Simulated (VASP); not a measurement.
Input of a VASP 6.6.1 run:

The input INCAR:

```
SYSTEM = In
ALGO = Fast
EDIFF = 1E-7
ENCUT = 520
GGA = PE
ISIF = 2
ISMEAR = 0
LASPH = .True.
LCHARG = .False.
LREAL = .False.
LWAVE = .False.
NBANDS = 12
NELM = 60
PREC = Accurate
SIGMA = 0.05
```

KPOINTS

```
k-points
0
Gamma
  16 16 16
  0 0 0
```

Contents of POSCAR:

```
In
1.0
    0.0000000000      2.3976516346      2.3976516346
    2.3976516346      0.0000000000      2.3976516346
    2.3976516346      2.3976516346      0.0000000000
In
1
Direct
    0.0000000000      0.0000000000      0.0000000000
```

Potentials or basis: VASP PAW PBE potentials, release 64 (In_d).

The run is started by

```bash
$ cat potpaw_PBE.64/In_d/POTCAR > POTCAR
$ mpirun -np 1 vasp_std > vasp.out
```

Question: Predict the pressure.

Answer: -0.1 GPa.
